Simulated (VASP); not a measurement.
# TmSb2Cl2 (P-3m1) in VASP: further runs, part 3 of 3

VASP 6.6.1. Earlier steps stand in the parts before.

## 4. Relaxation of cell and atoms, PBE

This run uses another cell than the first one, of 32.28 Å³/atom.

INCAR

```
ALGO = Normal ; EDIFF = 1E-7
EDIFFG = -0.04 ; ENCUT = 500
GGA = PE ; GGA_COMPAT = F
IBRION = 2 ; ISIF = 3
ISMEAR = 0 ; LASPH = T
LCHARG = F ; LMAXMIX = 6
LREAL = F ; LWAVE = F
NELM = 200 ; NELMIN = 4
NSW = 90 ; PREC = Accurate
SIGMA = 0.1
```

KPOINTS

```
k-points
0
Gamma
  6 6 2
```

POSCAR

```
TmSb2Cl2
1.0
    4.9147638500      0.0000000000      0.0000000000
   -2.4573819200      4.2563103500      0.0000000000
    0.0000000000      0.0000000000      7.7144734800
Tm Sb Cl
1 2 2
Direct
    0.0000000000      0.0000000000      0.0000000000
    0.3333333300      0.6666666700      0.6459000100
    0.6666666700      0.3333333300      0.3540999900
    0.3333333300      0.6666666700      0.2585000100
    0.6666666700      0.3333333300      0.7414999900
```

The run is started by

```
$ cat potpaw_PBE.64/Tm_3/POTCAR potpaw_PBE.64/Sb/POTCAR potpaw_PBE.64/Cl/POTCAR > POTCAR
$ mpirun -np 1 vasp_std > vasp.out
```

It took 17 min on 1 thread of Intel Xeon 6975P-C (Granite Rapids), shared host; peak memory 0.29 GiB.

It converged, with:

| Item | Value |
| --- | --- |
| Free energy | -21.5214 eV |
| Relaxed volume | 31.03 Å³/atom |
| Relaxed cell | a = 3.945 Å, b = 3.945 Å, c = 11.510 Å, α = 90.00°, β = 90.00°, γ = 120.00° |
| Space group after relaxing (to 0.1 Å) | P-3m1 (No. 164) |
| Energy gained by relaxing | 1405.6 meV/atom |
| Ionic steps | 49 |
| Pressure after relaxing | -0.1 GPa |
| Largest force after relaxing | 0.014 eV/Å |
| Band gap on the k mesh | zero (an odd number of electrons rules out a gap without spin polarisation) |

Forces on the atoms (eV/Å):
```
Tm   0.000  0.000  0.000
Sb   0.000  0.000 -0.014
Sb   0.000  0.000  0.014
Cl   0.000  0.000 -0.013
Cl   0.000  0.000  0.013
```

Stress tensor (GPa, compression positive):
```
-0.13  0.00  0.00
 0.00 -0.13  0.00
 0.00  0.00  0.08
```

The path:
```csv
step,energy change (eV),largest force (eV/Å),pressure (GPa),volume (Å³)
1,0.0000,2.0904,-1.61,161.38
3,-1.9727,2.5645,1.55,132.94
5,-2.0904,2.5272,4.38,124.96
7,-2.1655,2.5712,7.27,119.44
9,-2.9534,3.3636,7.49,118.44
11,-3.9113,2.7621,4.65,124.39
13,-4.4536,1.9497,-3.07,144.75
15,-5.7962,1.1179,-0.56,140.05
17,-5.9984,0.8843,1.64,138.26
19,-6.1621,0.7348,0.76,144.26
21,-6.2366,0.5007,-0.69,153.70
23,-6.4768,0.6969,1.68,147.11
25,-6.5306,1.1537,3.55,139.30
27,-6.3308,1.0809,4.17,127.37
29,-6.3388,0.9969,-0.40,129.33
31,-6.4200,1.5840,1.77,128.41
33,-6.5222,1.1919,1.56,130.26
35,-6.8856,0.5107,1.54,138.77
37,-6.9569,0.1435,1.97,142.75
39,-6.9619,0.4643,2.05,143.88
41,-7.0020,0.2946,-0.11,150.65
43,-7.0184,0.1907,-0.06,151.61
45,-7.0232,0.0486,0.38,151.95
47,-7.0267,0.0089,0.12,153.91
49,-7.0279,0.0135,-0.06,155.15
```

Final structure:
```xyz
5
Lattice="3.9453 0.0000 0.0000 -1.9726 3.4167 0.0000 0.0000 0.0000 11.5098" Properties=species:S:1:pos:R:3 pbc="T T T"
Tm    0.0000    0.0000    0.0000
Sb    0.0000    2.2778    6.6075
Sb    1.9726    1.1389    4.9023
Cl    0.0000    2.2778    1.4916
Cl    1.9726    1.1389   10.0181
```

Levels at points of the mesh, in eV from the Fermi level:
| k point | band 13 | band 14 | band 15 | band 16 | band 17 | band 18 | band 19 | band 20 |
| --- | --- | --- | --- | --- | --- | --- | --- | --- |
| (0.00, 0.00, 0.00) | -5.61 | -2.15 | -0.59 | -0.59 | 0.56 | 0.56 | 0.58 | 1.41 |
| (0.50, 0.00, 0.00) | -6.05 | -4.25 | -2.81 | -2.40 | -0.61 | 0.69 | 0.99 | 2.17 |
| (0.00, 0.00, 0.50) | -5.61 | -1.91 | -0.59 | -0.59 | 0.27 | 0.55 | 0.55 | 0.94 |
| (0.50, 0.00, 0.50) | -6.06 | -4.22 | -2.83 | -2.40 | -0.59 | 0.69 | 0.98 | 2.17 |

Caveat: the k points lie up to 0.31 Å⁻¹ apart in the final cell, too coarse for converged energies and pressures of a metal; a cell axis changed by over 15 % at a fixed basis, so the end point is rough; spin-orbit coupling is left out, which moves the levels of the heavy elements; this functional lacks dispersion, which binds layers or chains, so the pressure and a relaxed spacing across them are unreliable; the 4f electrons are frozen in the core, so they carry no moment and show no levels; an odd number of electrons without spin polarisation forces a metal; a magnetic or distorted state may lie lower; the run has no spin polarisation, though such a crystal can be magnetic. Spin polarisation is off, so any magnetic state and its effect on volume and gap are missing.

## 5. Single point, PBE

This run uses another cell than the first one, of 34.14 Å³/atom.

INCAR

```
SYSTEM = TmSb2Cl2
PREC = Accurate ; ENCUT = 500
EDIFF = 1E-6 ; ISMEAR = 0
SIGMA = 0.1 ; LREAL = .FALSE.
LASPH = .TRUE. ; NELM = 200
ALGO = Normal ; ISIF = 2
LWAVE = .FALSE. ; LCHARG = .FALSE.
GGA = PE ; NBANDS = 24
GGA_COMPAT = .FALSE. ; LMAXMIX = 6
```

KPOINTS

```
Automatic mesh
0
G
  12 12 4
  0 0 0
```

POSCAR

```
TmSb2Cl2
1.0
    3.9101570392      0.0000000000      0.0000000000
   -1.9550785196      3.3862953287      0.0000000000
    0.0000000000      0.0000000000     12.8935096043
Tm Sb Cl
1 2 2
Direct
    0.0000000000      0.0000000000      0.0000000000
    0.3333333333      0.6666666667      0.5664948131
    0.6666666667      0.3333333333      0.4335051869
    0.3333333333      0.6666666667      0.1175546748
    0.6666666667      0.3333333333      0.8824453252
```

The run is started by

```
$ cat potpaw_PBE.64/Tm_3/POTCAR potpaw_PBE.64/Sb/POTCAR potpaw_PBE.64/Cl/POTCAR > POTCAR
$ mpirun -np 1 vasp_std > vasp.out
```

Run time: 3 min. Hardware: 1 thread of Intel Xeon 6975P-C (Granite Rapids), shared host; peak memory 0.46 GiB.

Results (log left out):

```yaml
Free_energy: -21.6393 eV
Pressure: 0.1 GPa
Largest_force: 0.090 eV/Å
Band_gap_on_the_k_mesh: zero (an odd number of electrons rules out a gap without spin polarisation)
```

Forces on the atoms (eV/Å):
```
Tm   0.000  0.000  0.000
Sb   0.000  0.000  0.090
Sb   0.000  0.000 -0.090
Cl   0.000  0.000  0.024
Cl   0.000  0.000 -0.024
```

Stress tensor (GPa, compression positive):
```
0.09 0.00 0.00
0.00 0.09 0.00
0.00 0.00 0.21
```

Levels at points of the mesh, in eV from the Fermi level:
| k point | band 14 | band 15 | band 16 | band 17 | band 18 | band 19 | band 20 | band 21 |
| --- | --- | --- | --- | --- | --- | --- | --- | --- |
| (0.00, 0.00, 0.00) | -2.29 | -0.55 | -0.55 | 0.56 | 0.64 | 0.64 | 1.12 | 1.27 |
| (0.50, 0.00, 0.00) | -4.39 | -2.92 | -2.42 | -0.61 | 0.69 | 0.93 | 2.36 | 2.60 |
| (0.00, 0.00, 0.50) | -2.21 | -0.55 | -0.55 | 0.37 | 0.64 | 0.64 | 0.89 | 1.63 |
| (0.50, 0.00, 0.50) | -4.38 | -2.92 | -2.42 | -0.61 | 0.69 | 0.92 | 2.37 | 2.61 |

Caveat: spin-orbit coupling is left out, which moves the levels of the heavy elements; this functional lacks dispersion, which binds layers or chains, so the pressure and a relaxed spacing across them are unreliable; the 4f electrons are frozen in the core, so they carry no moment and show no levels; an odd number of electrons without spin polarisation forces a metal; a magnetic or distorted state may lie lower; the run has no spin polarisation, though such a crystal can be magnetic.

## 6. Relaxation of cell and atoms, PBE

INCAR

```
ALGO = Normal
EDIFF = 1E-7
EDIFFG = -0.01
ENCUT = 500
GGA = PE
GGA_COMPAT = F
IBRION = 2
ISIF = 3
ISMEAR = 0
LASPH = T
LCHARG = F
LMAXMIX = 6
LREAL = F
LWAVE = F
NELM = 200
NELMIN = 4
NSW = 100
PREC = Accurate
SIGMA = 0.1
```

KPOINTS

```
k-points
0
Gamma
  12 12 4
```

POSCAR

```
TmSb2Cl2
1.0
    3.9266394054      0.0000000000      0.0000000000
   -1.9633197027      3.4005694766      0.0000000000
    0.0000000000      0.0000000000     11.9599765099
Tm Sb Cl
1 2 2
Direct
    0.0000000000      0.0000000000      0.0000000000
    0.3333333333      0.6666666667      0.5712360009
    0.6666666667      0.3333333333      0.4287639991
    0.3333333333      0.6666666667      0.1256047097
    0.6666666667      0.3333333333      0.8743952903
```

Potentials or basis: VASP PAW PBE potentials, release 64 (Tm_3, Sb, Cl), 4f in core.

The run is started by

```
$ cat potpaw_PBE.64/Tm_3/POTCAR potpaw_PBE.64/Sb/POTCAR potpaw_PBE.64/Cl/POTCAR > POTCAR
$ mpirun -np 1 vasp_std > vasp.out
```

Wall time 33 min (1 thread of Intel Xeon 6975P-C (Granite Rapids), shared host); peak memory 0.44 GiB.

It converged, with:

```
Free energy                           : -21.6372 eV
Relaxed volume                        : 33.93 Å³/atom
Relaxed cell                          : a = 3.910 Å, b = 3.910 Å, c = 12.811 Å, α = 90.00°, β = 90.00°, γ = 120.00°
Space group after relaxing (to 0.1 Å) : P-3m1 (No. 164)
Energy gained by relaxing             : 2.6 meV/atom
Ionic steps                           : 22
Pressure after relaxing               : 0.0 GPa
Largest force after relaxing          : 0.005 eV/Å
Band gap on the k mesh                : zero (an odd number of electrons rules out a gap without spin polarisation)
```

Forces in eV/Å, atoms in the order of the input:
```
Tm   0.000  0.000  0.000
Sb   0.000  0.000 -0.003
Sb   0.000  0.000  0.003
Cl   0.000  0.000  0.005
Cl   0.000  0.000 -0.005
```

The path:
```tsv
step	energy change (eV)	largest force (eV/Å)	pressure (GPa)	volume (Å³)
1	0.0000	0.1035	0.21	159.70
2	-0.0019	0.0941	-0.16	160.65
3	-0.0020	0.0713	-0.12	160.54
4	-0.0035	0.0755	-0.02	160.42
5	-0.0047	0.0823	0.14	160.21
6	-0.0061	0.0425	0.11	160.97
7	-0.0069	0.1136	0.02	163.23
8	-0.0072	0.0887	0.05	162.46
9	-0.0084	0.0936	-0.06	163.45
10	-0.0092	0.0997	-0.18	164.64
11	-0.0091	0.1473	-0.41	167.04
12	-0.0095	0.1039	-0.28	165.63
13	-0.0100	0.0960	-0.25	165.83
14	-0.0113	0.0693	-0.17	166.42
15	-0.0128	0.0310	-0.01	167.60
16	-0.0114	0.0940	0.33	169.95
17	-0.0130	0.0147	0.09	168.22
18	-0.0130	0.0111	0.08	168.16
19	-0.0131	0.0128	0.06	168.47
20	-0.0132	0.0160	0.00	169.41
21	-0.0132	0.0165	-0.01	169.57
22	-0.0132	0.0053	0.00	169.65
```

Final structure:
```
CELL_PARAMETERS angstrom
3.91032 0.00000 0.00000
-1.95516 3.38644 0.00000
0.00000 0.00000 12.81138
ATOMIC_POSITIONS crystal
Tm 0.00000 0.00000 0.00000
Sb 0.33333 0.66667 0.56727
Sb 0.66667 0.33333 0.43273
Cl 0.33333 0.66667 0.11854
Cl 0.66667 0.33333 0.88146
```

Levels at points of the mesh, in eV from the Fermi level:
```csv
k point,band 15,band 16,band 17,band 18,band 19,band 20
"(0.00, 0.00, 0.00)",-0.52,-0.52,0.57,0.64,0.64,1.12
"(0.50, 0.00, 0.00)",-2.92,-2.39,-0.61,0.71,0.91,2.37
"(0.00, 0.00, 0.50)",-0.52,-0.52,0.37,0.64,0.64,0.88
"(0.50, 0.00, 0.50)",-2.92,-2.39,-0.61,0.71,0.90,2.38
```

Caveat: spin-orbit coupling is left out, which moves the levels of the heavy elements; this functional lacks dispersion, which binds layers or chains, so the pressure and a relaxed spacing across them are unreliable; the 4f electrons are frozen in the core, so they carry no moment and show no levels; an odd number of electrons without spin polarisation forces a metal; a magnetic or distorted state may lie lower; the run has no spin polarisation, though such a crystal can be magnetic. With open d or f shells a metallic result of PBE can be an artefact of self-interaction; +U or a hybrid may open a gap.

## 7. Summary

| task | cell | k mesh | gap on the mesh (eV) | pressure (GPa) | relaxed volume (Å³/atom) | largest force (eV/Å) |
| --- | --- | --- | --- | --- | --- | --- |
| single point | a = 3.927, b = 3.927, c = 11.960 Å, angles 90.0, 90.0, 120.0°, 5 atoms, atomic positions A | 6 × 6 × 2 | none | 0.3 | - | 0.09 |
| single point | a = 4.915, b = 4.915, c = 7.714 Å, angles 90.0, 90.0, 120.0°, 5 atoms, atomic positions B | 6 × 6 × 2 | none | -1.6 | - | 2.09 |
| relaxation of cell and atoms | relaxed from a = 4.915, b = 4.915, c = 7.714 Å, angles 90.0, 90.0, 120.0°, 5 atoms, atomic positions B | 6 × 6 × 2 | none | -0.1 | 31.03 | 0.01 |
| single point | a = 3.910, b = 3.910, c = 12.894 Å, angles 90.0, 90.0, 120.0°, 5 atoms, atomic positions C | 12 × 12 × 4 | none | 0.1 | - | 0.09 |
| relaxation of cell and atoms | relaxed from a = 3.927, b = 3.927, c = 11.960 Å, angles 90.0, 90.0, 120.0°, 5 atoms, atomic positions A | 12 × 12 × 4 | none | 0.0 | 33.93 | 0.01 |

Alike in all rows: level PBE; potentials or basis VASP PAW PBE potentials, release 64 (Tm_3, Sb, Cl), 4f in core; no spin polarisation; cutoff (eV) 500; smearing gaussian 0.1 eV.

Caveats: some runs use coarse meshes; spin-orbit coupling is left out, which moves the levels of the heavy elements; the 4f electrons are frozen in the core, so they carry no moment and show no levels; an odd number of electrons without spin polarisation forces a metal; a magnetic or distorted state may lie lower; the run has no spin polarisation, though such a crystal can be magnetic; this functional lacks dispersion, which binds layers or chains, so the pressure and a relaxed spacing across them are unreliable (at least some runs); a cell axis changed by over 15 % at a fixed basis, so the end point is rough (at least some runs).

Absolute energies hang on the potentials; compare differences alone.
